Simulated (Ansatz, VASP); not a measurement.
# Two plane-wave programs on CsPbBr3

File INCAR:

```
PREC = Accurate ; ENCUT = 520
EDIFF = 1E-6 ; ISMEAR = 0
SIGMA = 0.05 ; LREAL = F
LASPH = T ; NELM = 100
ALGO = Normal ; ISIF = 2
LWAVE = F ; LCHARG = F
GGA = PS ; NBANDS = 30
```

The input KPOINTS:

```
Automatic mesh
0
Gamma
  6 6 6
```

File POSCAR:

```
CsPbBr3
1.0
    5.8700000000      0.0000000000      0.0000000000
    0.0000000000      6.2222000000      0.0000000000
    0.0000000000      0.0000000000      5.8700000000
Cs Pb Br
1 1 3
Direct
    0.0000000000      0.0000000000      0.0000000000
    0.5000000000      0.5000000000      0.5000000000
    0.0000000000      0.5000000000      0.5000000000
    0.5000000000      0.0000000000      0.5000000000
    0.5000000000      0.5000000000      0.0000000000
```

Input for Ansatz:

```yaml
crystal:
  lattice:
    - [5.87, 0.0, 0.0]
    - [0.0, 6.2222, 0.0]
    - [0.0, 0.0, 5.87]
  atoms:
    - { symbol: Cs, position: [0.0, 0.0, 0.0] }
    - { symbol: Pb, position: [0.5, 0.5, 0.5] }
    - { symbol: Br, position: [0.0, 0.5, 0.5] }
    - { symbol: Br, position: [0.5, 0.0, 0.5] }
    - { symbol: Br, position: [0.5, 0.5, 0.0] }
basis:
  ecutwfc: 420
kpoints:
  mp_grid: { grid: [6, 6, 6] }
hamiltonian:
  xc: pbesol
scf:
  occupations: { method: gaussian, width: 0.05 }
output:
  forces: true
  stress: true
  eigenvalues: true
  write_density: true
  write_potential: true
  elf: true
  volumetric_format: npy
```

Change from the starting cell: strain +0.0600 x Voigt [0, 1, 0, 0, 0, 0], atoms carried along.

Alike in both runs: task single point; functional PBEsol; k mesh 6 × 6 × 6; occupations gaussian, width 0.05 eV; no spin polarisation.

|  | VASP | Ansatz |
| --- | --- | --- |
| version | VASP 6.6.1 | Ansatz 0.2.0 |
| potentials or method | VASP PAW PBE potentials, release 64 (Cs_sv, Pb_d, Br), cutoff 520 eV | scalar-relativistic, plane waves, PAW |
| valence electrons in the cell | 44 | 44 |

|  | VASP | Ansatz | Ansatz less VASP |
| --- | --- | --- | --- |
| gap on the k mesh at the Fermi level (eV) | 1.39 | 1.39 | -0.001 |
| least direct gap on the mesh (eV) | 1.39 | 1.39 | -0.001 |
| pressure (GPa) | -0.9 | -0.9 | +0.01 |
| traceless stress, the component that is largest in VASP (GPa) | -1.23 | -1.22 | +0.005 |

VASP's potentials were made for PBE, not for PBEsol.

Spin-orbit coupling is off throughout.
